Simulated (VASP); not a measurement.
A run of VASP 6.6.1:

The input INCAR:

```
SYSTEM = Mo12CO
PREC = Accurate
ENCUT = 520
EDIFF = 1E-6
ISMEAR = 0
SIGMA = 0.1
LREAL = .FALSE.
LASPH = .TRUE.
NELM = 100
ALGO = Normal
ISIF = 2
LWAVE = .FALSE.
LCHARG = .FALSE.
LDIPOL = .TRUE.
IDIPOL = 3
DIPOL = 0.5 0.5 0.304
GGA = PE
NBANDS = 102
```

KPOINTS

```
Automatic mesh
0
G
  5 5 1
  0 0 0
```

File POSCAR:

```
Mo12CO
1.0
    5.4740406976      0.0000000000      0.0000000000
   -1.8246802325      5.1609750636      0.0000000000
    0.0000000000      0.0000000000     22.3082144184
Mo C O
12 1 1
Direct
    0.2500000000      0.2500000000      0.1793061482
    0.2500000000      0.7500000000      0.1793061482
    0.7500000000      0.2500000000      0.1793061482
    0.7500000000      0.7500000000      0.1793061482
    0.0000000000      0.0000000000      0.2758696768
    0.0000000000      0.5000000000      0.2758696768
    0.5000000000      0.0000000000      0.2758696768
    0.5000000000      0.5000000000      0.2758696768
    0.2500000000      0.2500000000      0.3724284814
    0.2500000000      0.7500000000      0.3724284814
    0.7500000000      0.2500000000      0.3724284814
    0.7500000000      0.7500000000      0.3724284814
    1.0000000000      0.7500000000      0.4580471671
    1.1589319569      0.9089319569      0.4840465586
```

Potentials or basis: VASP PAW PBE potentials, release 64 (Mo_sv, C, O).

Command:

```sh
$ cat potpaw_PBE.64/Mo_sv/POTCAR potpaw_PBE.64/C/POTCAR potpaw_PBE.64/O/POTCAR > POTCAR
$ mpirun -np 1 vasp_std > vasp.out
```

Hardware: 1 thread of Intel(R) Xeon(R) 6975P-C (Granite Rapids) (shared host).

**Question.** How long does it take, and how much memory?

**Answer.** Wall time 33 min on 1 thread of Intel(R) Xeon(R) 6975P-C (Granite Rapids), on a shared host, peak memory 0.98 GiB. Counts: scf iterations 36, k points 13.
